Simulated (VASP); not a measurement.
# Na in VASP: further runs, part 2 of 2

VASP 6.6.1. The steps go on from the part before.

## Step 4: Single point, PBEsol (36.30 Å³/atom)

This run uses another cell than the first one, of 36.30 Å³/atom.

INCAR reads:

```
SYSTEM = Na
PREC     = Accurate       ! precision mode
ENCUT    = 520            ! plane-wave cutoff, eV
EDIFF    = 1E-6           ! SCF threshold, eV
ISMEAR   = -1             ! smearing method
SIGMA    = 0.05           ! smearing width, eV
LREAL    = .FALSE.        ! projectors in reciprocal space
LASPH    = .TRUE.         ! aspherical terms in the spheres
NELM     = 100            ! most SCF steps
ALGO     = Normal         ! electronic algorithm
ISIF     = 2              ! what is computed and relaxed
LWAVE    = .FALSE.        ! write WAVECAR
LCHARG   = .FALSE.        ! write CHGCAR
GGA      = PS             ! functional
NBANDS   = 14             ! bands
```

KPOINTS reads:

```
Automatic mesh
0
G
  13 13 7
  0 0 0
```

POSCAR reads:

```
Na
1.0
    3.7160893377      0.0000000000      0.0000000000
   -1.8580446689      3.2182277692      0.0000000000
    0.0000000000      0.0000000000      6.0708276422
Na
2
Direct
    0.3333333333      0.6666666667      0.2500000000
    0.6666666667      0.3333333333      0.7500000000
```

Potentials or basis: VASP PAW PBE potentials, release 64 (Na_pv).

Started as:

```bash
cat potpaw_PBE.64/Na_pv/POTCAR > POTCAR
mpirun -np 1 vasp_std > vasp.out
```

OUTCAR:

```text
SYSTEM = Na
   PREC = Accurate
   ENCUT = 520
   EDIFF = 1E-6
   ISMEAR = -1
   LREAL = .FALSE.
   LASPH = .TRUE.
   NELM = 100
   ISIF = 2
   GGA = PS

 ion  position               nearest neighbor table
   1  0.333  0.667  0.250-
   2  0.667  0.333  0.750-

  LATTYP: Found a hexagonal cell.
 ALAT       =     3.7160893377
 C/A-ratio  =     1.6336603054

  Lattice vectors:

 A1 = (   3.7160893377,   0.0000000000,   0.0000000000)
 A2 = (  -1.8580446689,   3.2182277692,   0.0000000000)
 A3 = (   0.0000000000,   0.0000000000,   6.0708276422)

Analysis of symmetry for initial positions (statically):
=====================================================================
 Subroutine PRICEL returns:
 Original cell was already a primitive cell.

 Routine SETGRP: Setting up the symmetry group for a
 hexagonal supercell.

 Subroutine GETGRP returns: Found 24 space group operations
 (whereof 12 operations were pure point group operations)
 out of a pool of 24 trial point group operations.

The static configuration has the point symmetry D_3d.
 The point group associated with its full space group is D_6h.

Analysis of symmetry for dynamics (positions and initial velocities):
=====================================================================
 Subroutine PRICEL returns:
 Original cell was already a primitive cell.

 Routine SETGRP: Setting up the symmetry group for a
 hexagonal supercell.

 Subroutine GETGRP returns: Found 24 space group operations
 (whereof 12 operations were pure point group operations)
 out of a pool of 24 trial point group operations.

The dynamic configuration has the point symmetry D_3d.
 The point group associated with its full space group is D_6h.

 Subroutine INISYM returns: Found 24 space group operations
 (whereof 12 operations are pure point group operations),
 and found     1 'primitive' translations

----------------------------------------------------------------------------------------

                                     Primitive cell

  volume of cell :      72.6024

  direct lattice vectors                    reciprocal lattice vectors
     3.716089338  0.000000000  0.000000000     0.269100097  0.155365013  0.000000000
    -1.858044669  3.218227769  0.000000000     0.000000000  0.310730026  0.000000000
     0.000000000  0.000000000  6.070827642     0.000000000  0.000000000  0.164722186

  length of vectors
     3.716089338  3.716089338  6.070827642     0.310730027  0.310730026  0.164722186

  position of ions in fractional coordinates (direct lattice)
     0.333333333  0.666666667  0.250000000
     0.666666667  0.333333333  0.750000000

  ion indices of the primitive-cell ions
   primitive index   ion index
                 1           1
                 2           2

----------------------------------------------------------------------------------------

 KPOINTS: Automatic mesh

Automatic generation of k-mesh.
 Grid dimensions read from file:
 generate k-points for:   13   13    7

 Generating k-lattice:

  Cartesian coordinates                     Fractional coordinates (reciprocal lattice)
     0.020700007  0.011951155  0.000000000     0.076923077 -0.000000000  0.000000000
     0.000000000  0.023902310  0.000000000     0.000000000  0.076923077  0.000000000
     0.000000000  0.000000000  0.023531741     0.000000000  0.000000000  0.142857143

  Length of vectors
     0.023902310  0.023902310  0.023531741

  Shift w.r.t. Gamma in fractional coordinates (k-lattice)
     0.000000000  0.000000000  0.000000000

 Subroutine IBZKPT returns following result:
 ===========================================

 Found     84 irreducible k-points:

 Following reciprocal coordinates:
            Coordinates               Weight
  0.000000  0.000000  0.000000      1.000000
  0.076923  0.000000  0.000000      6.000000
  0.153846 -0.000000  0.000000      6.000000
  0.230769 -0.000000  0.000000      6.000000
  0.307692 -0.000000  0.000000      6.000000
  0.384615 -0.000000  0.000000      6.000000
[... 16 lines left out ...]
  0.076923  0.000000  0.142857     12.000000
  0.153846 -0.000000  0.142857     12.000000
 [... further k-points ...]
   k-points           NKPTS =     84   k-points in BZ     NKDIM =     84   number of bands    NBANDS=     14
   number of dos      NEDOS =    301   number of ions     NIONS =      2
   total plane-waves  NPLWV =  37632
   dimension x,y,z NGX =    28 NGY =   28 NGZ =   48
   dimension x,y,z NGXF=    56 NGYF=   56 NGZF=   96
   ions per type =               2
   NGX,Y,Z   is equivalent  to a cutoff of  12.53, 12.53, 13.14 a.u.
   NGXF,Y,Z  is equivalent  to a cutoff of  25.05, 25.05, 26.29 a.u.
 SYSTEM =  Na
   PREC   = accura    normal or accurate (medium, high low for compatibility)
   ISTART =      0    job   : 0-new  1-cont  2-samecut
   ICHARG =      2    charge: 1-file 2-atom 10-const
   ISPIN  =      1    spin polarized calculation?
   LNONCOLLINEAR =      F non collinear calculations
   LSORBIT =      F    spin-orbit coupling
   LASPH  =      T    aspherical Exc in radial PAW
   ENCUT  =  520.0 eV  38.22 Ry    6.18 a.u.   6.91  6.91 11.29*2*pi/ulx,y,z
   NELM   =    100;   NELMIN=  2; NELMDL= -5     # of ELM steps
   EDIFF  = 0.1E-05   stopping-criterion for ELM
   LREAL  =      F    real-space projection
   EDIFFG = 0.1E-04   stopping-criterion for IOM
   NSW    =      0    number of steps for IOM
   IBRION =     -1    ionic relax: 0-MD 1-quasi-New 2-CG
   NFREE  =      0    steps in history (QN), initial steepest desc. (CG)
   ISIF   =      2    stress and relaxation
   ISYM   =      2    0-nonsym 1-usesym 2-fastsym
   POTIM  = 0.5000    time-step for ionic-motion
   TEBEG  =    0.0;   TEEND  =   0.0 temperature during run
   PSTRESS=    0.0 pullay stress
   NELECT =      14.0000    total number of electrons
   NUPDOWN=      -1.0000    fix difference up-down
   EMIN   =  10.00;   EMAX   =-10.00  energy-range for DOS
   EFERMI =   0.00;   METHOD = LEGACY
   ISMEAR =    -1;   SIGMA  =   0.05  broadening in eV -4-tet -1-fermi 0-gaus
   EFERMI_NEDOS =   21; number of points for ismear=-14 and -15
   IALGO  =     38    algorithm
   IMIX   =      4    mixing-type and parameters
     AMIX     =   0.40;   BMIX     =  1.00
     AMIX_MAG =   1.60;   BMIX_MAG =  1.00
  volume/ion in A,a.u.               =      36.30       244.97
  Fermi-wavevector in a.u.,A,eV,Ry     =   0.945803  1.787308 12.170994  0.894543
  Thomas-Fermi vector in A             =   2.073739
   LORBIT       =      0    0 simple, 1 ext, 2 COOP (PROOUT), +10 PAW based schemes
   GGA     = PS    functional components
   LHFCALC =     F    Hartree Fock is set to
   AEXX    =    0.0000 exact exchange contribution
   IVDW    =     0    specifies the selected vdW correction
   LEPSILON=     F    determine dielectric tensor
   LRPA    =     F    only Hartree local field effects (RPA)
 non-spin polarized calculation
  energy-cutoff  :      520.00
  volume of cell :       72.60
 maximum number of plane-waves:      1971
 NGX is ok and might be reduce to    28
   NGX = 13   NGY = 13   NGZ = 23

 number of electron      13.9999990 magnetization

 Free energy of the ion-electron system (eV)
  ---------------------------------------------------
  ext. energy  EPLUGINS =         0.00000000
  ---------------------------------------------------
  free energy    TOTEN  =        -2.80209080 eV

  energy without entropy =       -2.79443268  energy(sigma->0) =       -2.79826174

 E-fermi :   0.3574     XC(G=0):  -6.5564

 val. band max:        0.3105293345   @ k =   0.3077   0.2308   0.1429
 cond. band min:       0.3839137252   @ k =   0.1538  -0.0000   0.1429
 fundamental gap:      0.0733843908
 Fermi energy:         0.3574088765

 k-point     1 :       0.0000    0.0000    0.0000
  band No.  band energies     occupation
      1     -24.4372      2.00000
      2     -24.4048      2.00000
      3     -24.4048      2.00000
      4     -24.3995      2.00000
      5     -24.3995      2.00000
      6     -24.3990      2.00000
      7      -2.9583      2.00000
      8       0.9099      0.00003
      9       1.3524      0.00000
     10      10.4638      0.00000
     11      10.4638      0.00000
     12      10.8579      0.00000
     13      10.8579      0.00000
     14      10.9572      0.00000
[... 375 lines left out ...]
 k-point    24 :       0.1538   -0.0000    0.1429
  band No.  band energies     occupation
      1     -24.4329      2.00000
      2     -24.4106      2.00000
      3     -24.4070      2.00000
      4     -24.4064      2.00000
      5     -24.4009      2.00000
      6     -24.4009      2.00000
      7      -2.5179      2.00000
      8       0.3839      0.74099
      9       2.6778      0.00000
     10       7.2383      0.00000
     11       9.1386      0.00000
     12       9.1974      0.00000
     13      10.0384      0.00000
     14      11.0672      0.00000

 [... further k-points ...]
[... 5 lines left out ...]
  --------------------------------------------------------------------------------------
  -------------------------------------------------------------------------------------
  Total       -0.0044705     -0.0044705      0.0564272      0.0000000      0.0000000      0.0000000
  in kB       -0.0986549     -0.0986549      1.2452256      0.0000000      0.0000000      0.0000000
  external PRESSURE =       0.3493052 kB  Pullay stress =       0.0000000 kB

 VOLUME and BASIS-vectors are now :
 -----------------------------------------------------------------------------
  energy-cutoff  :      520.00
  volume of cell :       72.60
      direct lattice vectors                 reciprocal lattice vectors
     3.716089338  0.000000000  0.000000000     0.269100097  0.155365013  0.000000000
    -1.858044669  3.218227769  0.000000000     0.000000000  0.310730026  0.000000000
     0.000000000  0.000000000  6.070827642     0.000000000  0.000000000  0.164722186

 POSITION                                       TOTAL-FORCE (eV/Angst)
 -----------------------------------------------------------------------------------
     -0.00000      2.14549      1.51771        -0.000000     -0.000000      0.000000
      1.85804      1.07274      4.55312         0.000000      0.000000      0.000000
 -----------------------------------------------------------------------------------
    total drift:                                0.000000     -0.000000      0.000000

  FREE ENERGIE OF THE ION-ELECTRON SYSTEM (eV)
  ---------------------------------------------------
  free  energy   TOTEN  =        -2.8020907989 eV

  energy  without entropy=       -2.7944326841  energy(sigma->0) =       -2.79826174
```

Run time: 23 s. Hardware: 1 thread of Intel Xeon 6975P-C (Granite Rapids), shared host; peak memory 0.21 GiB.

What came out:

* Free energy: -2.8021 eV
* Pressure: 0.0 GPa
* Band gap on the k mesh: zero (bands 7 and 8 overlap by 3.41 eV)

Stress tensor (GPa, compression positive):
```
-0.01  0.00  0.00
 0.00 -0.01  0.00
 0.00  0.00  0.12
```

Caveat: the PAW data sets were made with another functional, which shifts forces and pressure a little.

## Step 5: Summary

```tsv
cell	gap on the mesh (eV)	pressure (GPa)
a = 3.767, b = 3.751, c = 6.154 Å, angles 89.8, 89.4, 119.6°, 2 atoms	none	-0.3
a = 3.690, b = 3.690, c = 6.028 Å, angles 90.0, 90.0, 120.0°, 2 atoms	none	0.2
a = 3.716, b = 3.716, c = 6.071 Å, angles 90.0, 90.0, 120.0°, 2 atoms	none	0.0
```

Alike in all rows: task single point; level PBEsol; potentials or basis VASP PAW PBE potentials, release 64 (Na_pv); no spin polarisation; k mesh 13 × 13 × 7; cutoff (eV) 520; smearing fermi-dirac 0.05 eV.

Caveats: the PAW data sets were made with another functional, which shifts forces and pressure a little.

Absolute energies hang on the potentials; compare differences alone.

The gap in the log of VASP goes by the Fermi energy; the results here count the filled bands.